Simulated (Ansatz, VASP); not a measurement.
TiW4 in VASP and in Ansatz

File INCAR:

```
PREC     = Accurate       # precision mode
ENCUT    = 520            # plane-wave cutoff, eV
EDIFF    = 1E-6           # SCF threshold, eV
ISMEAR   = 0              # smearing method
SIGMA    = 0.1            # smearing width, eV
LREAL    = F              # projectors in reciprocal space
LASPH    = T              # aspherical terms in the spheres
NELM     = 150            # most SCF steps
ALGO     = Fast           # electronic algorithm
ISIF     = 2              # what is computed and relaxed
LWAVE    = F              # write WAVECAR
LCHARG   = F              # write CHGCAR
ISPIN    = 2              # spin polarisation
MAGMOM   = 1 1 0 0 0 0 0 0 0 0 # initial moments
LORBIT   = 11             # projections on sites
LMAXMIX  = 4              # l up to which the mixer works
GGA      = PE             # functional
NBANDS   = 83             # bands
```

File KPOINTS:

```
Automatic mesh
0
Gamma
  6 6 1
```

File POSCAR:

```
TiW4
1.0
    2.9060274300      0.0000000000      0.0000000000
   -1.4530137200      2.5166935800      0.0000000000
    0.0000000000      0.0000000000     22.8557390400
Ti W
2 8
Direct
    0.6666666700      0.3333333300      0.7000000000
    0.6666666700      0.3333333300      0.3000000000
    0.3333333300      0.6666666700      0.6000000000
    0.3333333300      0.6666666700      0.8000000000
    0.3333333300      0.6666666700      0.0000000000
    0.3333333300      0.6666666700      0.2000000000
    0.3333333300      0.6666666700      0.4000000000
    0.6666666700      0.3333333300      0.9000000000
    0.6666666700      0.3333333300      0.1000000000
    0.6666666700      0.3333333300      0.5000000000
```

Input for Ansatz:

```yaml
crystal:
  lattice:
    - [2.90602743, 0.0, 0.0]
    - [-1.45301372, 2.51669358, 0.0]
    - [0.0, 0.0, 22.85573904]
  atoms:
    - { symbol: Ti, position: [0.66666667, 0.33333333, 0.7], spin: 1.0 }
    - { symbol: Ti, position: [0.66666667, 0.33333333, 0.3], spin: 1.0 }
    - { symbol: W, position: [0.33333333, 0.66666667, 0.6] }
    - { symbol: W, position: [0.33333333, 0.66666667, 0.8] }
    - { symbol: W, position: [0.33333333, 0.66666667, 0.0] }
    - { symbol: W, position: [0.33333333, 0.66666667, 0.2] }
    - { symbol: W, position: [0.33333333, 0.66666667, 0.4] }
    - { symbol: W, position: [0.66666667, 0.33333333, 0.9] }
    - { symbol: W, position: [0.66666667, 0.33333333, 0.1] }
    - { symbol: W, position: [0.66666667, 0.33333333, 0.5] }
basis:
  ecutwfc: 420
kpoints:
  mp_grid: { grid: [6, 6, 1] }
hamiltonian:
  xc: pbe
scf:
  occupations: { method: gaussian, width: 0.1 }
  lower_state_search: "off"
output:
  forces: true
  stress: true
  eigenvalues: true
  populations: true
magnetization:
  spin_polarized: true
```

Alike in both runs: task single point; functional PBE; k mesh 6 × 6 × 1; occupations gaussian, width 0.1 eV; collinear spin.

```csv
,VASP,Ansatz
version,VASP 6.6.1,Ansatz 0.2.0
potentials or method,"VASP PAW PBE potentials, release 64 (Ti_sv, W_sv), cutoff 520 eV","scalar-relativistic, plane waves, PAW"
valence electrons in the cell,136,136
```

```tsv
	VASP	Ansatz	Ansatz less VASP
gap on the k mesh at the Fermi level (eV)	none	none	-
pressure (GPa)	-2.7	-3.0	-0.27
traceless stress, the component that is largest in VASP (GPa)	5.17	4.97	-0.208
rms of the force components (eV/Å)	0.064	0.054	-0.0102
net moment per atom (μB)	0.00	0.00	0.000
```

Atom by atom the forces differ by 0.013 eV/Å (rms over components). A gap of «none» marks a metal or a gap that the smearing closes. The functional is the same, so the differences come from potentials, cutoffs and numerics. Ansatz's warnings: seeded moment not kept.

The k mesh is coarse, so the values compare programs but aren't converged. Spin-orbit coupling is off throughout.
